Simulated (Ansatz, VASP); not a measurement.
GdN: VASP beside Ansatz

```
Gd N
1.0
     0.00000    2.49950    2.49950
     2.49950    0.00000    2.49950
     2.49950    2.49950    0.00000
Gd N
1 1
Cartesian
  2.4995 2.4995 2.4995
  0.0000 0.0000 0.0000
```

Alike in both runs: task single point; functional PBEsol; k mesh 8 × 8 × 8; occupations gaussian, width 0.05 eV; collinear spin; Hubbard terms Gd f U = 6.0 eV.

```csv
,VASP,Ansatz
version,VASP 6.6.1,Ansatz 0.2.0
potentials or method,"VASP PAW PBE potentials, release 64 (Gd, N), cutoff 520 eV","scalar-relativistic, plane waves, PAW"
valence electrons in the cell,23,23
```

```csv
,VASP,Ansatz,Ansatz less VASP
pressure (GPa),-4.5,-5.1,-0.57
net moment per atom (μB),3.50,3.50,0.000
size of the moment on the site where the two differ most (μB),6.88,6.94,+0.054
```

VASP's potentials were made for PBE, not for PBEsol. Site moments also hang on the region over which each program counts them. The programs project onto different local orbitals, so the same U acts differently, and such runs can settle in different states. Ansatz's warnings: filled band counts differ across k points.

Spin-orbit coupling is off throughout.
